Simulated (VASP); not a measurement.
A run of VASP 6.6.1 is set up as follows.

Contents of POSCAR:

```
TaN
1.0
    1.1529822974      2.8824557435      2.8824557435
    2.8824557435      1.1529822974      2.8824557435
    2.8824557435      2.8824557435      1.1529822974
Ta N
1 1
Direct
    0.5000000000      0.5000000000      0.5000000000
    0.0000000000      0.0000000000      0.0000000000
```

File INCAR.step1:

```
ALGO = Normal
EDIFF = 1E-4
ENCUT = 520
GGA = PE
ISMEAR = 0
LASPH = True
LCHARG = False
LREAL = False
LWAVE = True
NBANDS = 15
NELM = 60
PREC = Accurate
SIGMA = 0.15
```

Contents of INCAR.step2:

```
ALGO = Normal
EDIFF = 1E-7
ENCUT = 520
ISIF = 2
ISMEAR = 0
ISTART = 1
LASPH = True
LCHARG = False
LMIXTAU = True
LREAL = False
LWAVE = False
METAGGA = R2SCAN
NBANDS = 15
NELM = 60
PREC = Accurate
SIGMA = 0.15
```

The input KPOINTS:

```
k-points
0
Gamma
  20 20 20
```

Potentials or basis: VASP PAW PBE potentials, release 64 (Ta_pv, N).

The run is started by

```console
$ cat potpaw_PBE.64/Ta_pv/POTCAR potpaw_PBE.64/N/POTCAR > POTCAR
$ cp INCAR.step1 INCAR
$ mpirun -np 1 vasp_std > vasp.out
$ cp INCAR.step2 INCAR
$ mpirun -np 1 vasp_std > vasp.out
```

Question: Predict the pressure.

Answer: 56.2 GPa.

Question: Estimate the band gap on the k mesh.

Answer: Zero (bands 8 and 9 overlap by 1.78 eV).

Stress tensor (GPa, compression positive):
```
 56.22 -71.54 -71.54
-71.54  56.22 -71.54
-71.54 -71.54  56.22
```

Caveat: the cell stands under pressure; the PAW data sets were made with another functional, which shifts forces and pressure a little; spin-orbit coupling is left out, which moves the levels of the heavy elements.
